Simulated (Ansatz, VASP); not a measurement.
One calculation of WS2, two programs

INCAR

```
PREC = Accurate
ENCUT = 500
EDIFF = 1E-6
ISMEAR = -1
SIGMA = 0.02
LREAL = F
LASPH = T
NELM = 120
ALGO = Normal
ISIF = 2
LWAVE = F
LCHARG = T
GGA = PE
LELF = T
LVHAR = T
NBANDS = 35
GGA_COMPAT = F
```

Contents of KPOINTS:

```
Automatic mesh
0
Gamma
  12 12 2
```

The input POSCAR:

```
WS2
1.0
    3.1699462934      0.0000000000      0.0000000000
   -1.5849731467      2.7452540187      0.0000000000
    0.0000000000      0.0000000000     12.9907133746
W S
2 4
Direct
    0.3333333333      0.6666666667      0.2500000000
    0.6666666667      0.3333333333      0.7500000000
    0.6666666667      0.3333333333      0.3705040573
    0.6666666667      0.3333333333      0.1294959427
    0.3333333333      0.6666666667      0.8705040573
    0.3333333333      0.6666666667      0.6294959427
```

Input for Ansatz:

```yaml
crystal:
  lattice:
    - [3.1699462934, 0.0, 0.0]
    - [-1.5849731467, 2.7452540187, 0.0]
    - [0.0, 0.0, 12.9907133746]
  atoms:
    - { symbol: W, position: [0.3333333333, 0.6666666667, 0.25] }
    - { symbol: W, position: [0.6666666667, 0.3333333333, 0.75] }
    - { symbol: S, position: [0.6666666667, 0.3333333333, 0.3705040573] }
    - { symbol: S, position: [0.6666666667, 0.3333333333, 0.1294959427] }
    - { symbol: S, position: [0.3333333333, 0.6666666667, 0.8705040573] }
    - { symbol: S, position: [0.3333333333, 0.6666666667, 0.6294959427] }
kpoints:
  mp_grid: { grid: [12, 12, 2] }
  band_path:
    path:
      - [0.0, 0.0, 0.0]
      - [0.5, 0.0, 0.0]
      - [0.3333333333, 0.3333333333, 0.0]
      - [0.0, 0.0, 0.5]
      - [0.5, 0.0, 0.5]
      - [0.3333333333, 0.3333333333, 0.5]
      - [0.171875, 0.171875, 0.0]
    npoints: 1
hamiltonian:
  xc: pbe
scf:
  occupations: { method: fermi_dirac, width: 0.02 }
  n_extra_bands: 5
output:
  forces: true
  stress: true
  eigenvalues: true
```

Change from the starting cell: uniaxial_z strain +4.0%.

Alike in both runs: task single point; functional PBE; k mesh 12 × 12 × 2; occupations fermi-dirac, width 0.02 eV; no spin polarisation.

```csv
,VASP,Ansatz
version,VASP 6.6.1,Ansatz 0.2.0
potentials or method,"VASP PAW PBE potentials, release 64 (W_sv, S)","plane waves, PAW"
plane-wave cutoff (eV),500,420
valence electrons in the cell,52,52
```

```tsv
	VASP	Ansatz	Ansatz less VASP
gap on the k mesh at the Fermi level (eV)	1.25	1.24	-0.012
pressure (GPa)	2.5	2.6	+0.04
traceless stress, the component that is largest in VASP (GPa)	0.26	0.26	-0.003
rms of the force components (eV/Å)	0.092	0.091	-0.0012
```

Atom by atom the forces differ by 0.001 eV/Å (rms over components).

Spin-orbit coupling is off throughout.
